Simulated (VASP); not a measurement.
# InSb (F-43m) in VASP: elastic constants with LDA

Aim: the elastic constants of InSb with LDA.

Everything below comes from runs of VASP 6.6.1. Logs are shortened: lines on timing, memory, paths and dates and some standing lists are left out, and cuts for length are marked.

### Step 1. The cell of the first run

It takes space group F-43m (No. 216, cubic). Conventional cell: a = 6.451 Å, b = 6.451 Å, c = 6.451 Å, α = 90.00°, β = 90.00°, γ = 90.00°. In (site symmetry -43m) has 4 Sb at 2.79 Å within 3.7 Å. Within 3.7 Å of Sb (site symmetry -43m) lie 4 In at 2.79 Å.

### Step 2. Elastic constants, LDA

File INCAR:

```
SYSTEM = InSb
PREC = Accurate ; ENCUT = 500
EDIFF = 1E-8 ; ISMEAR = -1
SIGMA = 0.15 ; LREAL = .False.
LASPH = .True. ; NELM = 120
ALGO = Normal ; ISIF = 3
LWAVE = .False. ; LCHARG = .True.
NBANDS = 16 ; IBRION = 6
NFREE = 2 ; POTIM = 0.015
NSW = 1 ; GGA_COMPAT = .False.
```

File KPOINTS:

```
regular mesh
0
Gamma
  12 12 12
  0 0 0
```

File POSCAR:

```
InSb
1.0
    0.0000000000      3.2256185437      3.2256185437
    3.2256185437      0.0000000000      3.2256185437
    3.2256185437      3.2256185437      0.0000000000
In Sb
1 1
Direct
    0.0000000000      0.0000000000      0.0000000000
    0.7500000000      0.7500000000      0.7500000000
```

Potentials or basis: VASP PAW LDA potentials, release 64 (In_d, Sb).

The run is started by

```
$ cat potpaw_LDA.64/In_d/POTCAR potpaw_LDA.64/Sb/POTCAR > POTCAR
$ mpirun -np 1 vasp_std > vasp.out
```

OUTCAR:

```text
SYSTEM = InSb
   PREC = Accurate
   ENCUT = 500
   EDIFF = 1E-8
   ISMEAR = -1
   LREAL = .False.
   LASPH = .True.
   NELM = 120
   ISIF = 3
   IBRION = 6
   NFREE = 2
   POTIM = 0.015
   NSW = 1

 ion  position               nearest neighbor table
   1  0.000  0.000  0.000-   2 2.79   2 2.79   2 2.79   2 2.79
   2  0.750  0.750  0.750-   1 2.79   1 2.79   1 2.79   1 2.79

  LATTYP: Found a face centered cubic cell.
 ALAT       =     6.4512370874

  Lattice vectors:

 A1 = (   0.0000000000,   3.2256185437,   3.2256185437)
 A2 = (   3.2256185437,   0.0000000000,   3.2256185437)
 A3 = (   3.2256185437,   3.2256185437,   0.0000000000)

Analysis of symmetry for initial positions (statically):
=====================================================================
 Subroutine PRICEL returns:
 Original cell was already a primitive cell.

 Routine SETGRP: Setting up the symmetry group for a
 face centered cubic supercell.

 Subroutine GETGRP returns: Found 24 space group operations
 (whereof 24 operations were pure point group operations)
 out of a pool of 48 trial point group operations.

The static configuration has the point symmetry T_d .

Analysis of symmetry for dynamics (positions and initial velocities):
=====================================================================
 Subroutine PRICEL returns:
 Original cell was already a primitive cell.

 Routine SETGRP: Setting up the symmetry group for a
 face centered cubic supercell.

 Subroutine GETGRP returns: Found 24 space group operations
 (whereof 24 operations were pure point group operations)
 out of a pool of 48 trial point group operations.

The dynamic configuration has the point symmetry T_d .

 Subroutine INISYM returns: Found 24 space group operations
 (whereof 24 operations are pure point group operations),
 and found     1 'primitive' translations

[... 341 lines left out ...]

 k-point     1 :       0.0000    0.0000    0.0000
  band No.  band energies     occupation
      1      -9.5608      2.00000
      2      -9.5582      2.00000
      3      -9.5553      2.00000
      4      -9.4669      2.00000
      5      -9.4669      2.00000
      6      -5.8292      2.00000
[... 433 lines left out ...]
      3      -9.5319      2.00000
      4      -9.4688      2.00000
      5      -9.4656      2.00000
      6      -4.2756      2.00000
[... 8 lines left out ...]
     15      13.2499      0.00000
     16      13.5095      0.00000

 [... further k-points ...]
[... 5 lines left out ...]
  --------------------------------------------------------------------------------------
  -------------------------------------------------------------------------------------
  Total        0.0368856      0.0389977      0.0389977      0.0000000     -0.1179273      0.0000000
  in kB        0.8804372      0.9308524      0.9308524      0.0000000     -2.8148540      0.0000000
  external PRESSURE =       0.9140473 kB  Pullay stress =       0.0000000 kB
[... 17 lines left out ...]
  FREE ENERGIE OF THE ION-ELECTRON SYSTEM (eV)
  ---------------------------------------------------
  free  energy   TOTEN  =        -8.2178796176 eV

  energy  without entropy=       -8.2113214776  energy(sigma->0) =       -8.21460055

 INTERNAL STRAIN TENSORS FROM STRAINED CELLS
 ============================================

 INTERNAL STRAIN TENSOR FOR ION    1 for displacements in x,y,z  (eV/Angst):
          X           Y           Z          XY          YZ          ZX
  --------------------------------------------------------------------------------
  x    -0.00000     0.00000     0.00000     0.00000    -7.86982     0.00000
  y    -0.00000     0.00000     0.00000     0.00000     0.00000    -7.87049
  z    -0.00000    -0.00000    -0.00000    -7.86971     0.00000     0.00000

 INTERNAL STRAIN TENSORS FROM DISPLACED ATOMS
 ============================================

 INTERNAL STRAIN TENSOR FOR ION    1 for displacements in x,y,z  (eV/Angst):
          X           Y           Z          XY          YZ          ZX
  --------------------------------------------------------------------------------
  x    -0.00000    -0.00000    -0.00000     0.00000    -7.86804     0.00000
  y    -0.00000     0.00000    -0.00000     0.00000     0.00000    -7.86804
  z    -0.00000    -0.00000    -0.00000    -7.86804     0.00000     0.00000

 INTERNAL STRAIN TENSOR FOR ION    2 for displacements in x,y,z  (eV/Angst):
          X           Y           Z          XY          YZ          ZX
  --------------------------------------------------------------------------------
  x     0.00000    -0.00000    -0.00000     0.00000     7.86469     0.00000
  y    -0.00000     0.00000    -0.00000     0.00000     0.00000     7.86469
  z    -0.00000    -0.00000     0.00000     7.86469     0.00000     0.00000

 Eigenvectors and eigenvalues of the dynamical matrix
 ----------------------------------------------------

   1 f  =    5.346980 THz    33.596067 2PiTHz  178.356059 cm-1    22.113323 meV
             X         Y         Z           dx          dy          dz
      0.000000  0.000000  0.000000     0.000000    0.716981    0.000000
      4.838428  4.838428  4.838428     0.000000   -0.697093    0.000000
[... 21 lines left out ...]
   6 f/i=    0.003128 THz     0.019656 2PiTHz    0.104348 cm-1     0.012938 meV
             X         Y         Z           dx          dy          dz
      0.000000  0.000000  0.000000     0.000000    0.000000   -0.697093
      4.838428  4.838428  4.838428     0.000000    0.000000   -0.716981

--------------------------------------------------------------------------------------------------------

 ELASTIC MODULI CONTR FROM IONIC RELAXATION (kBar)
 Direction    XX          YY          ZZ          XY          YZ          ZX
 --------------------------------------------------------------------------------
 XX          -0.0000     -0.0000     -0.0000     -0.0000     -0.0000     -0.0000
 YY          -0.0000     -0.0000     -0.0000     -0.0000     -0.0000      0.0000
 ZZ          -0.0000     -0.0000     -0.0000     -0.0000     -0.0000     -0.0000
 XY          -0.0000     -0.0000     -0.0000   -213.6645     -0.0000      0.0000
 YZ          -0.0000     -0.0000     -0.0000     -0.0000   -213.6645      0.0000
 ZX          -0.0000      0.0000     -0.0000      0.0000      0.0000   -213.6645
 --------------------------------------------------------------------------------

 TOTAL ELASTIC MODULI (kBar)
 Direction    XX          YY          ZZ          XY          YZ          ZX
 --------------------------------------------------------------------------------
 XX         657.9112    370.8295    370.8295     -0.0000      0.0000     -0.0000
 YY         370.8295    657.9112    370.8295     -0.0000     -0.0000      0.0000
 ZZ         370.8295    370.8295    657.9112     -0.0000     -0.0000     -0.0000
 XY          -0.0000     -0.0000     -0.0000    280.8689     -0.0000      0.0000
 YZ           0.0000     -0.0000     -0.0000     -0.0000    280.8689      0.0000
 ZX          -0.0000      0.0000     -0.0000      0.0000      0.0000    280.8689
 --------------------------------------------------------------------------------
```

Wall time 45 min (1 thread of AMD EPYC 9R45 (Zen 5), shared host); peak memory 0.79 GiB.

Results:

```yaml
Elastic_constants_C11_C12_C44: 66, 37, 28 GPa
Voigt_bulk_modulus: 47 GPa
Highest_phonon_frequency_at_Γ_LO-TO_splitting_left_out: 178 cm⁻¹
```

Phonon frequencies in cm⁻¹ (negative: imaginary):
```csv
q point,frequencies
"(0.000, 0.000, 0.000)",0 0 0 178 178 178
```

Elastic tensor in Voigt notation (GPa, in the Cartesian axes of the cell as first typed):
```
66 37 37  0  0  0
37 66 37  0  0  0
37 37 66  0  0  0
 0  0  0 28  0  0
 0  0  0  0 28  0
 0  0  0  0  0 28
```

Clamped-ion elastic tensor (GPa):
```
66 37 37  0  0  0
37 66 37  0  0  0
37 37 66  0  0  0
 0  0  0 49  0  0
 0  0  0  0 49  0
 0  0  0  0  0 49
```

Caveat: spin-orbit coupling is left out, which moves the levels of the heavy elements.
